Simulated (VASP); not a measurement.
Runs of VASP 6.6.1 on AlNi3. The structure is that of space group Pm-3m (No. 221), or close to it. The cells are those of the table. 

```tsv
task	cell	k mesh	cutoff (eV)	gap on the mesh (eV)	pressure (GPa)	moment (μB)
single point	a = 3.638 Å, 4 atoms	14 × 14 × 14	520	none	-9.3	0.73
relaxation of cell and atoms	relaxed to 8 GPa from a = 3.518 Å, 4 atoms	12 × 12 × 12	600	none	8.1	0.69
single point	a = 3.602 Å, 4 atoms	14 × 14 × 14	520	none	-5.1	0.72
single point	a = 3.602, b = 3.602, c = 3.523 Å, 4 atoms	14 × 14 × 14	520	none	-1.3	0.71
single point	a = 3.460 Å, 4 atoms	14 × 14 × 14	520	none	20.4	(a)
single point	a = 3.674, b = 3.540, c = 3.540 Å, 4 atoms	14 × 14 × 14	520	none	-2.6	(b)
single point	a = 3.495 Å, 4 atoms	14 × 14 × 14	520	none	12.6	0.68
single point	a = 3.674, b = 3.674, c = 3.502 Å, 4 atoms	14 × 14 × 14	520	none	(c)	0.71
```

Alike in all rows: level PBE; potentials or basis VASP PAW PBE potentials, release 64 (Al, Ni); spin collinear, ferromagnetic start; smearing gaussian 0.1 eV.

Fill in the values left out.

(a) 0.66; (b) 0.70; (c) -6.8.

Caveats: the cell stands under tension (at least some runs); the cell stands under pressure (at least some runs); the relaxation stopped at its first step, so nothing moved (at least some runs); the cell is relaxed towards a set pressure, so the run minimises the enthalpy, not the energy (at least some runs).

A gap of «none» marks levels without a gap at the run's occupations.
